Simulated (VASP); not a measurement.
Here is a VASP 6.6.1 calculation.

Contents of POSCAR:

```
ZnS
1.0
    0.0000000000      2.7020000000      2.7020000000
    2.7020000000      0.0000000000      2.7020000000
    2.7020000000      2.7020000000      0.0000000000
Zn S
1 1
Direct
    0.2500000000      0.2500000000      0.2500000000
    0.0000000000      0.0000000000      0.0000000000
```

Contents of INCAR.step1:

```
SYSTEM = ZnS
ALGO = Normal
EDIFF = 1E-5
ENCUT = 600
GGA = PE
ISMEAR = 0
LASPH = .True.
LCHARG = .False.
LREAL = .False.
LWAVE = .True.
NBANDS = 16
NELM = 60
PREC = Accurate
SIGMA = 0.02
```

INCAR.step2

```
SYSTEM = ZnS
ALGO = Normal
EDIFF = 1E-6
EDIFFG = -0.005
ENCUT = 600
GGA = PE
HFSCREEN = 0.2079
IBRION = 2
ISIF = 3
ISMEAR = 0
ISTART = 1
LASPH = .True.
LCHARG = .False.
LHFCALC = .True.
LREAL = .False.
LWAVE = .False.
NELM = 60
NSW = 100
PREC = Accurate
PRECFOCK = Normal
SIGMA = 0.02
```

The input KPOINTS:

```
k-points
0
Gamma
  4 4 4
  0 0 0
```

Potentials or basis: VASP PAW PBE potentials, release 64 (Zn, S).

Run with:

```sh
$ cat potpaw_PBE.64/Zn/POTCAR potpaw_PBE.64/S/POTCAR > POTCAR
$ cp INCAR.step1 INCAR
$ mpirun -np 1 vasp_std > vasp.out
$ cp INCAR.step2 INCAR
$ mpirun -np 1 vasp_std > vasp.out
```

**Question.** What does it give for the band gap on the k mesh?

**Answer.** 3.27 eV, direct.

**Question.** Predict the relaxed volume.

**Answer.** 20.03 Å³/atom.

Final structure:
```
Zn S
1.0
     0.00000    2.71589    2.71589
     2.71589    0.00000    2.71589
     2.71589    2.71589    0.00000
Zn S
1 1
Cartesian
  1.3579 1.3579 1.3579
  0.0000 0.0000 0.0000
```

Caveat: the k points lie up to 0.50 Å⁻¹ apart in the final cell; the PAW data sets were made with another functional, which shifts forces and pressure a little. Zero-point motion and thermal expansion aren't in these numbers.
